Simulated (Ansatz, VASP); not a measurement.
## Two plane-wave programs on BN

Contents of INCAR:

```
ALGO = Normal
EDIFF = 1E-6
ENCUT = 520
GGA = PE
ISIF = 2
ISMEAR = 0
IVDW = 12
LASPH = T
LCHARG = F
LREAL = F
LWAVE = F
NBANDS = 16
NELM = 80
PREC = Accurate
SIGMA = 0.05
```

KPOINTS

```
k-points
0
Gamma
  12 12 4
```

The input POSCAR:

```
BN
1.0
    2.5099983704      0.0000000000      0.0000000000
   -1.2549991852      2.1737223522      0.0000000000
    0.0000000000      0.0000000000      6.6900000000
B N
2 2
Direct
    0.0000000000      0.0000000000      0.5000000000
    0.3333333333      0.6666666667      0.0000000000
   -0.0666547288     -0.0487946481      0.0000000000
    0.6000119378      0.2845386853      0.5000000000
```

Input for Ansatz:

```yaml
crystal:
  lattice:
    - [2.5099983704, 0.0, 0.0]
    - [-1.2549991852, 2.1737223522, 0.0]
    - [0.0, 0.0, 6.69]
  atoms:
    - { symbol: B, position: [0.0, 0.0, 0.5] }
    - { symbol: B, position: [0.3333333333, 0.6666666667, 0.0] }
    - { symbol: "N", position: [-0.0666547288, -0.0487946481, 0.0] }
    - { symbol: "N", position: [0.6000119378, 0.2845386853, 0.5] }
basis:
  ecutwfc: 420
kpoints:
  mp_grid: { grid: [12, 12, 4] }
hamiltonian:
  xc: pbe
  dispersion: d3bj
scf:
  occupations: { method: gaussian, width: 0.05 }
output:
  forces: true
  stress: true
  eigenvalues: true
```

Change from the starting cell: all N atoms moved -0.150 Å, as atom 3 along Cartesian [1 1 0].

Alike in both runs: task single point; functional PBE; dispersion D3(BJ); k mesh 12 × 12 × 4; occupations gaussian, width 0.05 eV; no spin polarisation.

|  | VASP | Ansatz |
| --- | --- | --- |
| version | VASP 6.6.1 | Ansatz 0.2.0 |
| potentials or method | VASP PAW PBE potentials, release 64 (B, N), cutoff 520 eV | scalar-relativistic, plane waves, PAW |
| valence electrons in the cell | 16 | 16 |

|  | VASP | Ansatz | Ansatz less VASP |
| --- | --- | --- | --- |
| gap on the k mesh at the Fermi level (eV) | 3.18 | 3.18 | +0.007 |
| least direct gap on the mesh (eV) | 3.85 | 3.86 | +0.007 |
| pressure (GPa) | 8.3 | 8.3 | +0.04 |
| traceless stress, the component that is largest in VASP (GPa) | 17.47 | 17.39 | -0.073 |
| rms of the force components (eV/Å) | 4.250 | 4.258 | +0.0080 |

Atom by atom the forces differ by 0.008 eV/Å (rms over components).
